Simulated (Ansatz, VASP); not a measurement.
**TiB2: VASP beside Ansatz**

```
CELL_PARAMETERS angstrom
3.02920 0.03029 0.03029
-1.48837 2.60822 0.01109
0.03228 0.03228 3.22840
ATOMIC_POSITIONS crystal
Ti 0.00000 0.00000 0.00000
B 0.33333 0.66667 0.50000
B 0.66667 0.33333 0.50000
```

Change from the starting cell: equal xy, yz and zx shear strains of +2 %, crystal datasets.

Alike in both runs: task electric field gradients; functional PBEsol; k mesh 15 × 15 × 13; occupations fermi-dirac, width 0.08 eV; no spin polarisation.

|  | VASP | Ansatz |
| --- | --- | --- |
| version | VASP 6.6.1 | Ansatz 0.2.0 |
| potentials or method | VASP PAW PBE potentials, release 64 (Ti_sv, B), cutoff 520 eV | all-electron PAW with datasets made for the crystal, scalar-relativistic |

Ansatz gave:

| Property | Result |
| --- | --- |
| pressure (GPa) | -4.8 |
| traceless stress, the component that is largest in VASP (GPa) | -5.76 |
| rms of the force components (eV/Å) | 0.036 |
| size of Vzz on the site where it differs most (V/Å²) | 27.9 |

Q: Estimate VASP's values.

A: Pressure (GPa): -4.4; traceless stress, the component that is largest in VASP (GPa): -5.77; rms of the force components (eV/Å): 0.037; size of Vzz on the site where it differs most (V/Å²): 25.3.

VASP's potentials were made for PBE, not for PBEsol. Atom by atom the forces differ by 0.001 eV/Å (rms over components). Ansatz ran all-electron here, and VASP with PAW potentials.
